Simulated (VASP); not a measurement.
Wanted: the native input for a VASP 6.6.1 run.

| Item | Value |
| --- | --- |
| Task | single point |
| Functional | PBE |
| Potentials or basis | VASP PAW PBE potentials, release 64 (Sm_3, B, Rh_pv), 4f in core |
| Cutoff | 500 eV |
| k mesh | 12 × 12 × 4 |
| Occupations | gaussian, width 0.1 eV |
| Spin | no spin polarisation |
| Dipole correction | no |
| Further INCAR settings | ALGO = Normal; EDIFF = 1e-06; NBANDS = 34 |

The structure of Sm3BRh lies in POSCAR:

```
Sm3BRh
1.0
    4.2028215488      0.0000000000      0.0000000000
   -2.1014107744      3.6397502288      0.0000000000
    0.0000000000      0.0000000000      8.8270355362
Sm B Rh
3 1 1
Direct
    0.0000000000      0.0000000000      0.0000000000
    0.6666666667      0.3333333333      0.3138572929
    0.6666666667      0.3333333333      0.6861427071
    0.6666666667      0.3333333333      0.0000000000
    0.3333333333      0.6666666667      0.5000000000
```

The cell was generated, and may not be a known phase.

One way to write it, as run:

INCAR

```
SYSTEM = Sm3BRh
ALGO = Normal ; EDIFF = 1E-6
ENCUT = 500 ; GGA = PE
GGA_COMPAT = .FALSE. ; ISIF = 2
ISMEAR = 0 ; LASPH = .TRUE.
LCHARG = .TRUE. ; LELF = .TRUE.
LMAXMIX = 6 ; LREAL = .FALSE.
LVHAR = .TRUE. ; LWAVE = .FALSE.
NBANDS = 34 ; NELM = 200
PREC = Accurate ; SIGMA = 0.1
```

KPOINTS

```
k-points
0
G
  12 12 4
  0 0 0
```

Potentials or basis: VASP PAW PBE potentials, release 64 (Sm_3, B, Rh_pv), 4f in core.

Command:

```console
$ cat potpaw_PBE.64/Sm_3/POTCAR potpaw_PBE.64/B/POTCAR potpaw_PBE.64/Rh_pv/POTCAR > POTCAR
$ mpirun -np 1 vasp_std > vasp.out
```

Results of the run:

```json
{
  "Pressure": "0.3 GPa",
  "Largest force": "0.005 eV/Å",
  "Band gap on the k mesh": "zero (an odd number of electrons rules out a gap without spin polarisation)"
}
```

Caveat: spin-orbit coupling is left out, which moves the levels of the heavy elements; the 4f electrons are frozen in the core, so they carry no moment and show no levels.

Run time: 110 s on 1 thread of Intel(R) Xeon(R) 6975P-C (Granite Rapids) (shared host), peak memory 0.39 GiB.
